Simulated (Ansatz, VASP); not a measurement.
K in VASP and in Ansatz

```
K
1.0
    -2.61250    2.61250    2.61250
     2.61250   -2.61250    2.61250
     2.61250    2.61250   -2.61250
K
1
Direct
  0.00000 0.00000 0.00000
```

Alike in both runs: task single point; functional LDA; k mesh 8 × 8 × 8; occupations fermi-dirac, width 0.05 eV; no spin polarisation.

|  | VASP | Ansatz |
| --- | --- | --- |
| version | VASP 6.6.1 | Ansatz 0.2.0 |
| potentials or method | VASP PAW LDA potentials, release 64 (K_sv), cutoff 500 eV | all-electron (LAPW or listed datasets) |

```csv
,VASP,Ansatz,Ansatz less VASP
gap on the k mesh at the Fermi level (eV),none,none,-
pressure (GPa),-0.4,-0.4,+0.01
```

LDA's correlation is that of Perdew and Zunger in VASP and of Perdew and Wang (1992) in Ansatz. A gap of «none» marks a metal or a gap that the smearing closes. Ansatz ran all-electron here, and VASP with PAW potentials.
